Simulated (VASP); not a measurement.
Here is a VASP 6.6.1 calculation.

Contents of INCAR:

```
SYSTEM = N
PREC = Accurate
ENCUT = 520
EDIFF = 1E-6
ISMEAR = -1
SIGMA = 0.02
LREAL = .FALSE.
LASPH = .TRUE.
NELM = 100
ALGO = Normal
ISIF = 2
LWAVE = .FALSE.
LCHARG = .FALSE.
GGA = PE
NBANDS = 12
```

KPOINTS

```
regular mesh
0
G
  8 8 8
  0 0 0
```

POSCAR

```
N
1.0
    2.5194737886      0.0000000000      0.0000000000
   -1.2597368943      2.1819283051      0.0000000000
    0.0000000000      0.0000000000      2.4460020000
N
2
Direct
    0.3333333333      0.6666666667      0.7500000000
    0.6666666667      0.3333333333      0.2500000000
```

Potentials or basis: VASP PAW PBE potentials, release 64 (N).

Run with:

```bash
$ cat potpaw_PBE.64/N/POTCAR > POTCAR
$ mpirun -np 1 vasp_std > vasp.out
```

(1) What does it give for the pressure?

(2) Predict the band gap on the k mesh.

Answers

(1) 9.2 GPa.

(2) zero (band 5 reaches 7.83 eV, above the bottom of band 6 at 3.54 eV).
